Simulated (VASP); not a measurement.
Set up this calculation in VASP 6.6.1, as the native input.

```
Task                   : single point
Functional             : r2SCAN
Potentials or basis    : VASP PAW PBE potentials, release 64 (Pb_d)
Cutoff                 : 550 eV
k mesh                 : 9 × 9 × 9
Occupations            : fermi-dirac, width 0.01 eV
Spin                   : no spin polarisation
Dipole correction      : no
Further INCAR settings : ALGO = Normal; EDIFF = 1e-06; NBANDS = 13
```

Crystal: Pb.

```
CELL_PARAMETERS angstrom
-2.00571 2.00571 2.00571
2.00571 -2.00571 2.00571
2.00571 2.00571 -2.00571
ATOMIC_POSITIONS crystal
Pb 0.00000 0.00000 0.00000
```

This isn't the form of Pb at room conditions, which is fcc.

One way to write it, as run:

POSCAR

```
Pb
1.0
   -2.0057107050      2.0057107050      2.0057107050
    2.0057107050     -2.0057107050      2.0057107050
    2.0057107050      2.0057107050     -2.0057107050
Pb
1
Direct
    0.0000000000      0.0000000000      0.0000000000
```

INCAR.step1

```
PREC = Accurate ; ENCUT = 550
ISMEAR = -1 ; SIGMA = 0.01
LREAL = F ; LASPH = T
NELM = 120 ; NBANDS = 13
GGA = PE ; ALGO = Normal
EDIFF = 1E-5 ; LWAVE = T
LCHARG = F ; GGA_COMPAT = F
```

INCAR.step2

```
PREC = Accurate ; ENCUT = 550
EDIFF = 1E-6 ; ISMEAR = -1
SIGMA = 0.01 ; LREAL = F
LASPH = T ; NELM = 120
ALGO = Normal ; ISIF = 2
LWAVE = F ; LCHARG = F
METAGGA = R2SCAN ; LMIXTAU = T
NBANDS = 13 ; ISTART = 1
GGA_COMPAT = F
```

KPOINTS

```
Automatic mesh
0
Gamma
  9 9 9
```

Potentials or basis: VASP PAW PBE potentials, release 64 (Pb_d).

Launch:

```console
$ cat potpaw_PBE.64/Pb_d/POTCAR > POTCAR
$ cp INCAR.step1 INCAR
$ mpirun -np 1 vasp_std > vasp.out
$ cp INCAR.step2 INCAR
$ mpirun -np 1 vasp_std > vasp.out
```

Results of the run:

| Property | Result |
| --- | --- |
| Pressure | -2.1 GPa |
| Band gap on the k mesh | zero (bands 7 and 8 overlap by 9.35 eV) |

Caveat: the PAW data sets were made with another functional, which shifts forces and pressure a little; spin-orbit coupling is left out, which moves the levels of the heavy elements.

It took 41 s on 1 thread of Intel(R) Xeon(R) Platinum 8488C (Sapphire Rapids), with other jobs on the host, peak memory 0.17 GiB.
